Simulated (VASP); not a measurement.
# WSe2 in VASP: further runs

Runs on WSe2. Level: PBEsol. Tasks: single point.

All numbers are computed with VASP 6.6.1; they aren't measurements. Logs are shortened: lines on timing, memory, paths and dates and some standing lists are left out, and cuts for length are marked.

## Step 1: The cell of the first run

The cell holds a slab with vacuum, 3 atoms: a = 3.318 Å, b = 3.355 Å, c = 16.658 Å, α = 90.00°, β = 90.00°, γ = 119.63°.

## Step 2: Single point, PBEsol (strain +0.0150 x Voigt [0, 1, 0, 0, 0, 0])

Input file INCAR:

```
SYSTEM = WSe2
  PREC = Accurate
  ENCUT = 520
  EDIFF = 1E-7
  ISMEAR = 0
  SIGMA = 0.05
  LREAL = .False.
  LASPH = .True.
  NELM = 80
  ALGO = Normal
  ISIF = 2
  LWAVE = .False.
  LCHARG = .True.
  GGA = PS
  LELF = .True.
  LVHAR = .True.
  NBANDS = 20
```

Input file KPOINTS:

```
regular mesh
0
Gamma
  12 12 2
  0 0 0
```

Input file POSCAR:

```
WSe2
1.0
    3.3179375931      0.0000000000      0.0000000000
   -1.6589687966      2.9165195174      0.0000000000
    0.0000000000      0.0000000000     16.6581424200
W Se
1 2
Direct
    0.0000000000      0.0000000000      0.0000000000
    0.3333333333      0.6666666667      0.0997865200
    0.3333333333      0.6666666667      0.9002134800
```

Potentials or basis: VASP PAW PBE potentials, release 64 (W_sv, Se).

Launch:

```sh
$ cat potpaw_PBE.64/W_sv/POTCAR potpaw_PBE.64/Se/POTCAR > POTCAR
$ mpirun -np 1 vasp_std > vasp.out
```

OUTCAR:

```text
SYSTEM = WSe2
   PREC = Accurate
   ENCUT = 520
   EDIFF = 1E-7
   ISMEAR = 0
   LREAL = .False.
   LASPH = .True.
   NELM = 80
   ISIF = 2
   GGA = PS

 ion  position               nearest neighbor table
   1  0.000  0.000  0.000-   2 2.54   3 2.54   2 2.54   3 2.54   2 2.56   3 2.56
   2  0.333  0.667  0.100-   1 2.54   1 2.54   1 2.56
   3  0.333  0.667  0.900-   1 2.54   1 2.54   1 2.56

  LATTYP: Found a base centered orthorhombic cell.
 ALAT       =     3.3179375931
 B/A-ratio  =     1.7580315697
 C/A-ratio  =     5.0206316281

  Lattice vectors:

 A1 = (   1.6589687966,  -2.9165195174,   0.0000000000)
 A2 = (   1.6589687965,   2.9165195174,   0.0000000000)
 A3 = (   0.0000000000,   0.0000000000,  16.6581424200)

Analysis of symmetry for initial positions (statically):
=====================================================================
 Subroutine PRICEL returns:
 Original cell was already a primitive cell.

 Routine SETGRP: Setting up the symmetry group for a
 base centered orthorhombic supercell.

 Subroutine GETGRP returns: Found  4 space group operations
 (whereof  4 operations were pure point group operations)
 out of a pool of  8 trial point group operations.

The static configuration has the point symmetry C_2v.

Analysis of symmetry for dynamics (positions and initial velocities):
=====================================================================
 Subroutine PRICEL returns:
 Original cell was already a primitive cell.

 Routine SETGRP: Setting up the symmetry group for a
 base centered orthorhombic supercell.

 Subroutine GETGRP returns: Found  4 space group operations
 (whereof  4 operations were pure point group operations)
 out of a pool of  8 trial point group operations.

The dynamic configuration has the point symmetry C_2v.

 Subroutine INISYM returns: Found  4 space group operations
 (whereof  4 operations are pure point group operations),
 and found     1 'primitive' translations

----------------------------------------------------------------------------------------

                                     Primitive cell

  volume of cell :     161.1980

  direct lattice vectors                    reciprocal lattice vectors
     3.317937593  0.000000000  0.000000000     0.301392046  0.171437221  0.000000000
    -1.658968797  2.916519517  0.000000000     0.000000000  0.342874441  0.000000000
     0.000000000  0.000000000 16.658142420     0.000000000  0.000000000  0.060030703

  length of vectors
     3.317937593  3.355333599 16.658142420     0.346738931  0.342874441  0.060030703

  position of ions in fractional coordinates (direct lattice)
     0.000000000  0.000000000  0.000000000
     0.333333333  0.666666667  0.099786520
     0.333333333  0.666666667  0.900213480

  ion indices of the primitive-cell ions
   primitive index   ion index
                 1           1
                 2           2
                 3           3

----------------------------------------------------------------------------------------

 KPOINTS: regular mesh

Automatic generation of k-mesh.
 Grid dimensions read from file:
 generate k-points for:   12   12    2

 Generating k-lattice:

  Cartesian coordinates                     Fractional coordinates (reciprocal lattice)
     0.025116004  0.014286435  0.000000000     0.083333333  0.000000000  0.000000000
     0.000000000  0.028572870  0.000000000     0.000000000  0.083333333  0.000000000
     0.000000000  0.000000000  0.030015351     0.000000000  0.000000000  0.500000000

  Length of vectors
     0.028894911  0.028572870  0.030015351

  Shift w.r.t. Gamma in fractional coordinates (k-lattice)
     0.000000000  0.000000000  0.000000000

 Subroutine IBZKPT returns following result:
 ===========================================

 Found     86 irreducible k-points:

 Following reciprocal coordinates:
            Coordinates               Weight
  0.000000  0.000000  0.000000      1.000000
  0.083333  0.000000  0.000000      4.000000
  0.166667  0.000000  0.000000      4.000000
  0.250000  0.000000  0.000000      4.000000
  0.333333  0.000000  0.000000      4.000000
  0.416667  0.000000  0.000000      4.000000
[... 16 lines left out ...]
  0.333333  0.166667  0.000000      4.000000
  0.416667  0.166667  0.000000      4.000000
 [... further k-points ...]
   k-points           NKPTS =     86   k-points in BZ     NKDIM =     86   number of bands    NBANDS=     20
   number of dos      NEDOS =    301   number of ions     NIONS =      3
   total plane-waves  NPLWV =  98784
   dimension x,y,z NGX =    28 NGY =   28 NGZ =  126
   dimension x,y,z NGXF=    56 NGYF=   56 NGZF=  252
   ions per type =               1   2
   NGX,Y,Z   is equivalent  to a cutoff of  14.03, 13.87, 12.57 a.u.
   NGXF,Y,Z  is equivalent  to a cutoff of  28.06, 27.75, 25.15 a.u.
 SYSTEM =  WSe2
   PREC   = accura    normal or accurate (medium, high low for compatibility)
   ISTART =      0    job   : 0-new  1-cont  2-samecut
   ICHARG =      2    charge: 1-file 2-atom 10-const
   ISPIN  =      1    spin polarized calculation?
   LNONCOLLINEAR =      F non collinear calculations
   LSORBIT =      F    spin-orbit coupling
   LASPH  =      T    aspherical Exc in radial PAW
   ENCUT  =  520.0 eV  38.22 Ry    6.18 a.u.   6.17  6.24 30.97*2*pi/ulx,y,z
   NELM   =     80;   NELMIN=  2; NELMDL= -5     # of ELM steps
   EDIFF  = 0.1E-06   stopping-criterion for ELM
   LREAL  =      F    real-space projection
   EDIFFG = 0.1E-05   stopping-criterion for IOM
   NSW    =      0    number of steps for IOM
   IBRION =     -1    ionic relax: 0-MD 1-quasi-New 2-CG
   NFREE  =      0    steps in history (QN), initial steepest desc. (CG)
   ISIF   =      2    stress and relaxation
   ISYM   =      2    0-nonsym 1-usesym 2-fastsym
   POTIM  = 0.5000    time-step for ionic-motion
   TEBEG  =    0.0;   TEEND  =   0.0 temperature during run
   PSTRESS=    0.0 pullay stress
   NELECT =      26.0000    total number of electrons
   NUPDOWN=      -1.0000    fix difference up-down
   EMIN   =  10.00;   EMAX   =-10.00  energy-range for DOS
   EFERMI =   0.00;   METHOD = LEGACY
   ISMEAR =     0;   SIGMA  =   0.05  broadening in eV -4-tet -1-fermi 0-gaus
   EFERMI_NEDOS =   21; number of points for ismear=-14 and -15
   IALGO  =     38    algorithm
   IMIX   =      4    mixing-type and parameters
     AMIX     =   0.40;   BMIX     =  1.00
     AMIX_MAG =   1.60;   BMIX_MAG =  1.00
  volume/ion in A,a.u.               =      53.73       362.61
  Fermi-wavevector in a.u.,A,eV,Ry     =   0.891140  1.684011 10.804807  0.794131
  Thomas-Fermi vector in A             =   2.012922
   LORBIT       =      0    0 simple, 1 ext, 2 COOP (PROOUT), +10 PAW based schemes
   GGA     = PS    functional components
   LHFCALC =     F    Hartree Fock is set to
   AEXX    =    0.0000 exact exchange contribution
   IVDW    =     0    specifies the selected vdW correction
   LEPSILON=     F    determine dielectric tensor
   LRPA    =     F    only Hartree local field effects (RPA)
 non-spin polarized calculation
 Gauss-broadening in eV      SIGMA  =   0.05
  energy-cutoff  :      520.00
  volume of cell :      161.20
 maximum number of plane-waves:      4364
 NGX is ok and might be reduce to    28
   NGX = 13   NGY = 13   NGZ = 61

 number of electron      25.9999997 magnetization

 Free energy of the ion-electron system (eV)
  ---------------------------------------------------
  ext. energy  EPLUGINS =         0.00000000
  ---------------------------------------------------
  free energy    TOTEN  =       -23.19063691 eV

  energy without entropy =      -23.19063691  energy(sigma->0) =      -23.19063691

 E-fermi :  -0.6271     XC(G=0):  -4.7473

 val. band max:       -1.0443922606   @ k =   0.3333   0.3333   0.0000
 cond. band min:       0.3991674926   @ k =   0.3333   0.3333   0.5000
 fundamental gap:      1.4435597532
 Fermi energy:        -0.6271472214

 k-point     1 :       0.0000    0.0000    0.0000
  band No.  band energies     occupation
      1     -75.0792      2.00000
      2     -39.2889      2.00000
      3     -39.2147      2.00000
      4     -39.1913      2.00000
      5     -15.6877      2.00000
      6     -14.4123      2.00000
[... 12 lines left out ...]
     19       4.0526      0.00000
     20       4.1203      0.00000

 k-point     2 :       0.0833    0.0000    0.0000
  band No.  band energies     occupation
      1     -75.0786      2.00000
      2     -39.2864      2.00000
      3     -39.2210      2.00000
      4     -39.2018      2.00000
      5     -15.5881      2.00000
      6     -14.3635      2.00000
[... 12 lines left out ...]
     19       4.1901      0.00000
     20       4.4304      0.00000

 k-point     3 :       0.1667    0.0000    0.0000
  band No.  band energies     occupation
      1     -75.0771      2.00000
      2     -39.2793      2.00000
      3     -39.2499      2.00000
      4     -39.2186      2.00000
      5     -15.3029      2.00000
      6     -14.2241      2.00000
[... 12 lines left out ...]
     19       4.5669      0.00000
     20       5.1483      0.00000

 k-point     4 :       0.2500    0.0000    0.0000
  band No.  band energies     occupation
      1     -75.0750      2.00000
      2     -39.2982      2.00000
      3     -39.2697      2.00000
      4     -39.2324      2.00000
      5     -14.8755      2.00000
      6     -14.0175      2.00000
[... 12 lines left out ...]
     19       5.1349      0.00000
     20       5.6197      0.00000

 k-point     5 :       0.3333    0.0000    0.0000
  band No.  band energies     occupation
      1     -75.0729      2.00000
      2     -39.3472      2.00000
      3     -39.2601      2.00000
      4     -39.2449      2.00000
      5     -14.3879      2.00000
      6     -13.7874      2.00000
[... 12 lines left out ...]
     19       5.4988      0.00000
     20       5.7496      0.00000

 k-point     6 :       0.4167    0.0000    0.0000
  band No.  band energies     occupation
      1     -75.0713      2.00000
      2     -39.3831      2.00000
      3     -39.2538      2.00000
      4     -39.2530      2.00000
      5     -13.9742      2.00000
      6     -13.5999      2.00000
[... 12 lines left out ...]
     19       5.8110      0.00000
     20       5.9592      0.00000

 k-point     7 :       0.5000    0.0000    0.0000
  band No.  band energies     occupation
      1     -75.0708      2.00000
      2     -39.3961      2.00000
      3     -39.2570      2.00000
      4     -39.2504      2.00000
      5     -13.8059      2.00000
      6     -13.5263      2.00000
[... 12 lines left out ...]
     19       5.9814      0.00000
     20       6.0440      0.00000
[... 277 lines left out ...]
 k-point    20 :       0.0833    0.1667    0.0000
  band No.  band energies     occupation
      1     -75.0760      2.00000
      2     -39.2889      2.00000
      3     -39.2740      2.00000
      4     -39.2141      2.00000
      5     -15.0546      2.00000
      6     -14.1091      2.00000
[... 12 lines left out ...]
     19       4.9113      0.00000
     20       5.6347      0.00000

 k-point    21 :       0.1667    0.1667    0.0000
  band No.  band energies     occupation
      1     -75.0742      2.00000
      2     -39.3202      2.00000
      3     -39.2657      2.00000
      4     -39.2359      2.00000
      5     -14.6641      2.00000
      6     -13.9212      2.00000
[... 12 lines left out ...]
     19       5.4684      0.00000
     20       6.1654      0.00000

 k-point    22 :       0.2500    0.1667    0.0000
  band No.  band energies     occupation
      1     -75.0724      2.00000
      2     -39.3501      2.00000
      3     -39.2599      2.00000
      4     -39.2573      2.00000
      5     -14.2210      2.00000
      6     -13.7095      2.00000
[... 12 lines left out ...]
     19       5.7897      0.00000
     20       6.1384      0.00000

 k-point    23 :       0.3333    0.1667    0.0000
  band No.  band energies     occupation
      1     -75.0710      2.00000
      2     -39.3720      2.00000
      3     -39.2782      2.00000
      4     -39.2510      2.00000
      5     -13.8479      2.00000
      6     -13.5342      2.00000
[... 12 lines left out ...]
     19       6.4448      0.00000
     20       6.8050      0.00000

 k-point    24 :       0.4167    0.1667    0.0000
  band No.  band energies     occupation
      1     -75.0704      2.00000
      2     -39.3803      2.00000
      3     -39.2858      2.00000
      4     -39.2485      2.00000
      5     -13.6913      2.00000
      6     -13.4606      2.00000
[... 12 lines left out ...]
     19       6.8213      0.00000
     20       7.2818      0.00000

 [... further k-points ...]

------------------------ aborting loop because EDIFF is reached ----------------------------------------

  FORCE on cell =-STRESS in cart. coord.  units (eV):
  Direction    XX          YY          ZZ          XY          YZ          ZX
  --------------------------------------------------------------------------------------
  -------------------------------------------------------------------------------------
  Total       -1.6254814     -2.5171291     -0.7761326      0.0000000      0.0000000      0.0000000
  in kB      -16.1559658    -25.0182196     -7.7141279      0.0000000      0.0000000      0.0000000
  external PRESSURE =     -16.2961044 kB  Pullay stress =       0.0000000 kB

 VOLUME and BASIS-vectors are now :
 -----------------------------------------------------------------------------
  energy-cutoff  :      520.00
  volume of cell :      161.20
      direct lattice vectors                 reciprocal lattice vectors
     3.317937593  0.000000000  0.000000000     0.301392046  0.171437221  0.000000000
    -1.658968797  2.916519517  0.000000000     0.000000000  0.342874441  0.000000000
     0.000000000  0.000000000 16.658142420     0.000000000  0.000000000  0.060030703

 POSITION                                       TOTAL-FORCE (eV/Angst)
 -----------------------------------------------------------------------------------
      0.00000      0.00000      0.00000        -0.000000      0.094063      0.000000
     -0.00000      1.94435      1.66226         0.000000     -0.047032     -0.229869
     -0.00000      1.94435     14.99588         0.000000     -0.047032      0.229869
 -----------------------------------------------------------------------------------
    total drift:                                0.000000     -0.000123     -0.000000

  FREE ENERGIE OF THE ION-ELECTRON SYSTEM (eV)
  ---------------------------------------------------
  free  energy   TOTEN  =       -23.1906369066 eV

  energy  without entropy=      -23.1906369066  energy(sigma->0) =      -23.19063691
```

Run time: 3.6 min. Hardware: 1 thread of Intel Xeon 6975P-C (Granite Rapids), shared host; peak memory 0.49 GiB.

Results:

- Free energy: -23.1906 eV
- Largest force: 0.235 eV/Å
- Band gap on the k mesh: 1.44 eV

Forces on the atoms (eV/Å):
```
W    0.000  0.094  0.000
Se   0.000 -0.047 -0.230
Se   0.000 -0.047  0.230
```

Caveat: the cell differs from its parent crystal (strain +0.0150 x Voigt [0, 1, 0, 0, 0, 0]); there is no dipole correction, which matters where the two faces differ; the PAW data sets were made with another functional, which shifts forces and pressure a little; spin-orbit coupling is left out, which moves the levels of the heavy elements.

## Step 3: Single point, PBEsol (strain +0.0300 x Voigt [0, 1, 0, 0, 0, 0])

Input file INCAR:

```
SYSTEM = WSe2
ALGO = Normal ; EDIFF = 1E-7
ENCUT = 520 ; GGA = PS
ISIF = 2 ; ISMEAR = 0
LASPH = .TRUE. ; LCHARG = .FALSE.
LREAL = .FALSE. ; LWAVE = .FALSE.
NBANDS = 20 ; NELM = 60
PREC = Accurate ; SIGMA = 0.05
```

Input file KPOINTS:

```
k-points
0
G
  12 12 2
  0 0 0
```

Changes to POSCAR since step 2:

```diff
@@ -3,3 +3,3 @@
     3.3179375931      0.0000000000      0.0000000000
-   -1.6589687966      2.9165195174      0.0000000000
+   -1.6589687966      2.9596207911      0.0000000000
     0.0000000000      0.0000000000     16.6581424200
```

Potentials or basis: VASP PAW PBE potentials, release 64 (W_sv, Se).

Launch:

```sh
$ cat potpaw_PBE.64/W_sv/POTCAR potpaw_PBE.64/Se/POTCAR > POTCAR
$ mpirun -np 1 vasp_std > vasp.out
```

It used 290 s of CPU time on 1 thread of Intel(R) Xeon(R) 6975P-C (Granite Rapids), on a shared host.

It converged, with:

| Quantity | Value |
| --- | --- |
| Free energy | -23.1454 eV |
| Largest force | 0.386 eV/Å |
| Band gap on the k mesh | 1.37 eV |

Forces in eV/Å, atoms in the order of the input:
```
W    0.000  0.166  0.000
Se   0.000 -0.083 -0.377
Se   0.000 -0.083  0.377
```

Levels at points of the mesh, in eV from the valence-band top:
| k point | band 11 | band 12 | band 13 | band 14 | band 15 | band 16 |
| --- | --- | --- | --- | --- | --- | --- |
| (0.00, 0.00, 0.00) | -1.37 | -1.26 | -0.16 | 2.67 | 2.89 | 2.93 |
| (0.50, 0.00, 0.00) | -1.93 | -1.14 | -0.88 | 2.15 | 2.65 | 3.60 |
| (0.00, 0.50, 0.00) | -2.02 | -0.98 | -0.84 | 2.19 | 2.53 | 3.66 |
| (0.00, 0.00, 0.50) | -1.37 | -1.26 | -0.16 | 2.67 | 2.89 | 2.93 |
| (0.50, 0.00, 0.50) | -1.93 | -1.14 | -0.88 | 2.15 | 2.65 | 3.60 |
| (0.00, 0.50, 0.50) | -2.02 | -0.98 | -0.84 | 2.19 | 2.53 | 3.66 |

Caveat: the cell differs from its parent crystal (strain +0.0300 x Voigt [0, 1, 0, 0, 0, 0]); there is no dipole correction, which matters where the two faces differ; the PAW data sets were made with another functional, which shifts forces and pressure a little; spin-orbit coupling is left out, which moves the levels of the heavy elements.

[end of part 1 of 2]
